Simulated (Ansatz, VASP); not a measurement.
One calculation of InP, two programs

```xyz
8
Lattice="5.5403 0.0000 0.0000 0.0000 -5.5403 0.0000 0.0000 0.0000 -5.5403" Properties=species:S:1:pos:R:3 pbc="T T T"
In    0.0000   -5.5403   -5.6003
In    2.7702   -2.7702   -5.5403
In    2.7702   -5.5403   -2.7702
In    0.0000   -2.7702   -2.7702
P     2.7702   -5.5403   -5.5403
P     0.0000   -2.7702   -5.5403
P     0.0000   -5.5403   -2.7702
P     2.7702   -2.7702   -2.7702
```

Alike in both runs: task single point; functional PBE; k mesh 12 × 12 × 12; occupations gaussian, width 0.15 eV; no spin polarisation.

|  | VASP | Ansatz |
| --- | --- | --- |
| version | VASP 6.6.1 | Ansatz 0.2.0 |
| potentials or method | VASP PAW PBE potentials, release 64 (In_d, P), cutoff 520 eV | scalar-relativistic, plane waves, PAW |
| valence electrons in the cell | 72 | 72 |

```csv
,VASP,Ansatz,Ansatz less VASP
gap on the k mesh at the Fermi level (eV),none,none,-
pressure (GPa),0.0,0.0,+0.03
"traceless stress, the component that is largest in VASP (GPa)",0.07,0.07,+0.001
rms of the force components (eV/Å),0.049,0.050,+0.0002
```

Atom by atom the forces differ by 0.000 eV/Å (rms over components). A gap of «none» marks a metal or a gap that the smearing closes.
